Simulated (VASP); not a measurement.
# TaN (P-6m2) in VASP: single point with r2SCAN

Aim: the single point of TaN with r2SCAN.

Everything below comes from runs of VASP 6.6.1. Logs are shortened: lines on timing, memory, paths and dates and some standing lists are left out, and cuts for length are marked.

### 1 The cell of the first run

It takes space group P-6m2 (No. 187, hexagonal). Conventional cell: a = 2.936 Å, b = 2.936 Å, c = 2.885 Å, α = 90.00°, β = 90.00°, γ = 120.00°. Ta (site symmetry -6m2) has 6 N at 2.23 Å and 8 Ta at 2.88 to 2.94 Å within 3.0 Å. Within 3.0 Å of N (site symmetry -6m2) lie 6 Ta at 2.23 Å and 8 N at 2.88 to 2.94 Å.

### 2 Single point, r2SCAN

File POSCAR:

```
TaN
1.0
    2.9361543272      0.0000000000      0.0000000000
   -1.4680771636      2.5427842368      0.0000000000
    0.0000000000      0.0000000000      2.8846185528
Ta N
1 1
Direct
    0.3333333333      0.6666666667      0.5000000000
    0.0000000000      0.0000000000      0.0000000000
```

File INCAR.step1:

```
ALGO     = Normal         # electronic algorithm
EDIFF    = 1E-5           # SCF threshold, eV
ENCUT    = 770            # plane-wave cutoff, eV
GGA      = PE             # functional
GGA_COMPAT= F            
ISMEAR   = 0              # smearing method
LASPH    = T              # aspherical terms in the spheres
LCHARG   = F              # write CHGCAR
LREAL    = F              # projectors in reciprocal space
LWAVE    = T              # write WAVECAR
NBANDS   = 16             # bands
NELM     = 120            # most SCF steps
PREC     = Accurate       # precision mode
SIGMA    = 0.15           # smearing width, eV
```

File INCAR.step2:

```
ALGO     = Normal         # electronic algorithm
EDIFF    = 1E-6           # SCF threshold, eV
ENCUT    = 770            # plane-wave cutoff, eV
GGA_COMPAT= F            
ISIF     = 2              # what is computed and relaxed
ISMEAR   = 0              # smearing method
ISTART   = 1            
LASPH    = T              # aspherical terms in the spheres
LCHARG   = F              # write CHGCAR
LMIXTAU  = T            
LREAL    = F              # projectors in reciprocal space
LWAVE    = F              # write WAVECAR
METAGGA  = R2SCAN         # meta-GGA
NBANDS   = 16             # bands
NELM     = 120            # most SCF steps
PREC     = Accurate       # precision mode
SIGMA    = 0.15           # smearing width, eV
```

File KPOINTS:

```
k-points
0
Gamma
  12 12 12
```

Potentials or basis: VASP PAW PBE potentials, release 64 (Ta_sv_GW, N).

Command:

```sh
$ cat potpaw_PBE.64/Ta_sv_GW/POTCAR potpaw_PBE.64/N/POTCAR > POTCAR
$ cp INCAR.step1 INCAR
$ mpirun -np 1 vasp_std > vasp.out
$ cp INCAR.step2 INCAR
$ mpirun -np 1 vasp_std > vasp.out
```

OUTCAR:

```text
EDIFF = 1E-6
   ENCUT = 770
   ISIF = 2
   ISMEAR = 0
   ISTART = 1
   LASPH = T
   LREAL = F
   METAGGA = R2SCAN
   NELM = 120
   PREC = Accurate

 ion  position               nearest neighbor table
   1  0.333  0.667  0.500-   2 2.23   2 2.23   2 2.23   2 2.23   2 2.23   2 2.23
   2  0.000  0.000  0.000-   1 2.23   1 2.23   1 2.23   1 2.23   1 2.23   1 2.23

  LATTYP: Found a hexagonal cell.
 ALAT       =     2.9361543272
 C/A-ratio  =     0.9824478659

  Lattice vectors:

 A1 = (   2.9361543272,   0.0000000000,   0.0000000000)
 A2 = (  -1.4680771636,   2.5427842368,   0.0000000000)
 A3 = (   0.0000000000,   0.0000000000,   2.8846185528)

Analysis of symmetry for initial positions (statically):
=====================================================================
 Subroutine PRICEL returns:
 Original cell was already a primitive cell.

 Routine SETGRP: Setting up the symmetry group for a
 hexagonal supercell.

 Subroutine GETGRP returns: Found 12 space group operations
 (whereof 12 operations were pure point group operations)
 out of a pool of 24 trial point group operations.

The static configuration has the point symmetry D_3h.

Analysis of symmetry for dynamics (positions and initial velocities):
=====================================================================
 Subroutine PRICEL returns:
 Original cell was already a primitive cell.

 Routine SETGRP: Setting up the symmetry group for a
 hexagonal supercell.

 Subroutine GETGRP returns: Found 12 space group operations
 (whereof 12 operations were pure point group operations)
 out of a pool of 24 trial point group operations.

The dynamic configuration has the point symmetry D_3h.

 Subroutine INISYM returns: Found 12 space group operations
 (whereof 12 operations are pure point group operations),
 and found     1 'primitive' translations

----------------------------------------------------------------------------------------

                                     Primitive cell

  volume of cell :      21.5366

  direct lattice vectors                    reciprocal lattice vectors
     2.936154327  0.000000000  0.000000000     0.340581553  0.196634851  0.000000000
    -1.468077164  2.542784237  0.000000000     0.000000000  0.393269702  0.000000000
     0.000000000  0.000000000  2.884618553     0.000000000  0.000000000  0.346666286

  length of vectors
     2.936154327  2.936154327  2.884618553     0.393269702  0.393269702  0.346666286

  position of ions in fractional coordinates (direct lattice)
     0.333333333  0.666666667  0.500000000
     0.000000000  0.000000000  0.000000000

  ion indices of the primitive-cell ions
   primitive index   ion index
                 1           1
                 2           2

----------------------------------------------------------------------------------------

 KPOINTS: k-points

Automatic generation of k-mesh.
 Grid dimensions read from file:
 generate k-points for:   12   12   12

 Generating k-lattice:

  Cartesian coordinates                     Fractional coordinates (reciprocal lattice)
     0.028381796  0.016386238  0.000000000     0.083333333  0.000000000  0.000000000
     0.000000000  0.032772475  0.000000000     0.000000000  0.083333333  0.000000000
     0.000000000  0.000000000  0.028888857     0.000000000  0.000000000  0.083333333

  Length of vectors
     0.032772475  0.032772475  0.028888857

  Shift w.r.t. Gamma in fractional coordinates (k-lattice)
     0.000000000  0.000000000  0.000000000

 Subroutine IBZKPT returns following result:
 ===========================================

 Found    133 irreducible k-points:

 Following reciprocal coordinates:
            Coordinates               Weight
  0.000000  0.000000  0.000000      1.000000
  0.083333 -0.000000  0.000000      6.000000
  0.166667  0.000000  0.000000      6.000000
  0.250000  0.000000  0.000000      6.000000
  0.333333  0.000000  0.000000      6.000000
  0.416667 -0.000000  0.000000      6.000000
[... 16 lines left out ...]
  0.250000  0.000000  0.083333     12.000000
  0.333333  0.000000  0.083333     12.000000
 [... further k-points ...]
   k-points           NKPTS =    133   k-points in BZ     NKDIM =    133   number of bands    NBANDS=     16
   number of dos      NEDOS =    301   number of ions     NIONS =      2
   total plane-waves  NPLWV =  21952
   dimension x,y,z NGX =    28 NGY =   28 NGZ =   28
   dimension x,y,z NGXF=    56 NGYF=   56 NGZF=   56
   ions per type =               1   1
   NGX,Y,Z   is equivalent  to a cutoff of  15.85, 15.85, 16.14 a.u.
   NGXF,Y,Z  is equivalent  to a cutoff of  31.71, 31.71, 32.27 a.u.
 SYSTEM =  unknown system
   PREC   = accura    normal or accurate (medium, high low for compatibility)
   ISTART =      1    job   : 0-new  1-cont  2-samecut
   ICHARG =      0    charge: 1-file 2-atom 10-const
   ISPIN  =      1    spin polarized calculation?
   LNONCOLLINEAR =      F non collinear calculations
   LSORBIT =      F    spin-orbit coupling
   LASPH  =      T    aspherical Exc in radial PAW
   ENCUT  =  770.0 eV  56.59 Ry    7.52 a.u.   6.64  6.64  6.53*2*pi/ulx,y,z
   NELM   =    120;   NELMIN=  2; NELMDL=  0     # of ELM steps
   EDIFF  = 0.1E-05   stopping-criterion for ELM
   LREAL  =      F    real-space projection
   EDIFFG = 0.1E-04   stopping-criterion for IOM
   NSW    =      0    number of steps for IOM
   IBRION =     -1    ionic relax: 0-MD 1-quasi-New 2-CG
   NFREE  =      0    steps in history (QN), initial steepest desc. (CG)
   ISIF   =      2    stress and relaxation
   ISYM   =      2    0-nonsym 1-usesym 2-fastsym
   POTIM  = 0.5000    time-step for ionic-motion
   TEBEG  =    0.0;   TEEND  =   0.0 temperature during run
   PSTRESS=    0.0 pullay stress
   NELECT =      18.0000    total number of electrons
   NUPDOWN=      -1.0000    fix difference up-down
   EMIN   =  10.00;   EMAX   =-10.00  energy-range for DOS
   EFERMI =   0.00;   METHOD = LEGACY
   ISMEAR =     0;   SIGMA  =   0.15  broadening in eV -4-tet -1-fermi 0-gaus
   EFERMI_NEDOS =   21; number of points for ismear=-14 and -15
   IALGO  =     38    algorithm
   IMIX   =      4    mixing-type and parameters
     AMIX     =   0.40;   BMIX     =  1.00
     AMIX_MAG =   1.60;   BMIX_MAG =  1.00
  volume/ion in A,a.u.               =      10.77        72.67
  Fermi-wavevector in a.u.,A,eV,Ry     =   1.542079  2.914108 32.354775  2.378009
  Thomas-Fermi vector in A             =   2.647935
   LORBIT       =      0    0 simple, 1 ext, 2 COOP (PROOUT), +10 PAW based schemes
   METAGGA = R2SCAN    functional components
   LHFCALC =     F    Hartree Fock is set to
   AEXX    =    0.0000 exact exchange contribution
   IVDW    =     0    specifies the selected vdW correction
   LEPSILON=     F    determine dielectric tensor
   LRPA    =     F    only Hartree local field effects (RPA)
 non-spin polarized calculation
 Gauss-broadening in eV      SIGMA  =   0.15
  energy-cutoff  :      770.00
  volume of cell :       21.54
 maximum number of plane-waves:      1070
 NGX is ok and might be reduce to    28
   NGX = 13   NGY = 13   NGZ = 13

 number of electron      17.9999998 magnetization

 Free energy of the ion-electron system (eV)
  ---------------------------------------------------
  ext. energy  EPLUGINS =         0.00000000
  ---------------------------------------------------
  free energy    TOTEN  =       -62.95742748 eV

  energy without entropy =      -62.95679097  energy(sigma->0) =      -62.95710922

 E-fermi :  12.4699     XC(G=0): -14.6492

 val. band max:       12.4508665882   @ k =   0.3333   0.3333   0.0000
 cond. band min:      12.5975406502   @ k =   0.0833  -0.0000   0.5000
 fundamental gap:      0.1466740620
 Fermi energy:        12.4698910845

 k-point     1 :       0.0000    0.0000    0.0000
  band No.  band energies     occupation
      1     -58.1710      2.00000
      2     -23.7197      2.00000
      3     -23.4574      2.00000
      4     -23.4574      2.00000
      5      -6.3730      2.00000
      6       7.6046      2.00000
[... 8 lines left out ...]
     15      26.1850      0.00000
     16      29.4109      0.00000

 k-point     2 :       0.0833   -0.0000    0.0000
  band No.  band energies     occupation
      1     -58.1656      2.00000
      2     -23.7100      2.00000
      3     -23.5351      2.00000
      4     -23.4739      2.00000
      5      -6.2298      2.00000
      6       7.1788      2.00000
[... 8 lines left out ...]
     15      26.1683      0.00000
     16      29.7073      0.00000

 k-point     3 :       0.1667    0.0000    0.0000
  band No.  band energies     occupation
      1     -58.1507      2.00000
      2     -23.7426      2.00000
      3     -23.6832      2.00000
      4     -23.5187      2.00000
      5      -5.8354      2.00000
      6       6.2643      2.00000
[... 8 lines left out ...]
     15      26.1542      0.00000
     16      30.5352      0.00000

 k-point     4 :       0.2500    0.0000    0.0000
  band No.  band energies     occupation
      1     -58.1303      2.00000
      2     -24.0156      2.00000
      3     -23.6464      2.00000
      4     -23.5791      2.00000
      5      -5.2850      2.00000
      6       5.2966      2.00000
[... 8 lines left out ...]
     15      26.3530      0.00000
     16      30.4501      0.00000
[... 324 lines left out ...]
 k-point    22 :       0.1667    0.0000    0.0833
  band No.  band energies     occupation
      1     -58.1473      2.00000
      2     -23.7602      2.00000
      3     -23.7238      2.00000
      4     -23.5130      2.00000
      5      -5.7190      2.00000
      6       6.3326      2.00000
[... 8 lines left out ...]
     15      26.0520      0.00000
     16      30.2464      0.00000

 k-point    23 :       0.2500    0.0000    0.0833
  band No.  band energies     occupation
      1     -58.1269      2.00000
      2     -24.0079      2.00000
      3     -23.7081      2.00000
      4     -23.5731      2.00000
      5      -5.2018      2.00000
      6       5.3559      2.00000
[... 8 lines left out ...]
     15      26.1141      0.00000
     16      30.2223      0.00000

 k-point    24 :       0.3333    0.0000    0.0833
  band No.  band energies     occupation
      1     -58.1065      2.00000
      2     -24.2678      2.00000
      3     -23.6692      2.00000
      4     -23.6325      2.00000
      5      -4.6692      2.00000
      6       4.5458      2.00000
[... 8 lines left out ...]
     15      26.4294      0.00000
     16      29.1855      0.00000

 [... further k-points ...]
[... 5 lines left out ...]
  --------------------------------------------------------------------------------------
  -------------------------------------------------------------------------------------
  Total       -0.0124984     -0.0124984      0.0113222      0.0000000      0.0000000      0.0000000
  in kB       -0.9297994     -0.9297994      0.8422984      0.0000000      0.0000000      0.0000000
  external PRESSURE =      -0.3391002 kB  Pullay stress =       0.0000000 kB

 VOLUME and BASIS-vectors are now :
 -----------------------------------------------------------------------------
  energy-cutoff  :      770.00
  volume of cell :       21.54
      direct lattice vectors                 reciprocal lattice vectors
     2.936154327  0.000000000  0.000000000     0.340581553  0.196634851  0.000000000
    -1.468077164  2.542784237  0.000000000     0.000000000  0.393269702  0.000000000
     0.000000000  0.000000000  2.884618553     0.000000000  0.000000000  0.346666286

 POSITION                                       TOTAL-FORCE (eV/Angst)
 -----------------------------------------------------------------------------------
     -0.00000      1.69519      1.44231        -0.000000      0.000000      0.000000
      0.00000      0.00000      0.00000         0.000000     -0.000000      0.000000
 -----------------------------------------------------------------------------------
    total drift:                                0.000000     -0.000000     -0.000000

  FREE ENERGIE OF THE ION-ELECTRON SYSTEM (eV)
  ---------------------------------------------------
  free  energy   TOTEN  =       -62.9574274756 eV

  energy  without entropy=      -62.9567909656  energy(sigma->0) =      -62.95710922
```

Wall time 2.3 min (1 thread of Intel Xeon 6975P-C (Granite Rapids), shared host); peak memory 0.24 GiB.

What came out:

```
Free energy            : -62.9574 eV
Pressure               : 0.0 GPa
Band gap on the k mesh : zero (bands 9 and 10 overlap by 0.37 eV)
```

Stress tensor (GPa, compression positive):
```
-0.09  0.00  0.00
 0.00 -0.09  0.00
 0.00  0.00  0.08
```

Levels at points of the mesh, in eV from the Fermi level:
| k point | band 5 | band 6 | band 7 | band 8 | band 9 | band 10 | band 11 | band 12 | band 13 | band 14 |
| --- | --- | --- | --- | --- | --- | --- | --- | --- | --- | --- |
| (0.00, 0.00, 0.00) | -18.84 | -4.87 | -4.87 | -4.43 | -3.22 | 2.43 | 3.69 | 3.69 | 4.20 | 4.20 |
| (0.50, 0.00, 0.00) | -16.58 | -8.66 | -5.51 | -3.65 | -3.46 | 3.18 | 4.11 | 5.42 | 5.47 | 7.79 |
| (0.00, 0.00, 0.50) | -16.23 | -9.77 | -4.01 | -4.01 | -0.12 | -0.12 | 2.30 | 3.57 | 3.57 | 8.81 |
| (0.50, 0.00, 0.50) | -16.88 | -7.68 | -6.51 | -5.98 | -0.57 | 4.42 | 5.46 | 6.06 | 7.43 | 10.73 |

Caveat: the PAW data sets were made with another functional, which shifts forces and pressure a little; spin-orbit coupling is left out, which moves the levels of the heavy elements.

The gap in the log of VASP goes by the Fermi energy; the results here count the filled bands.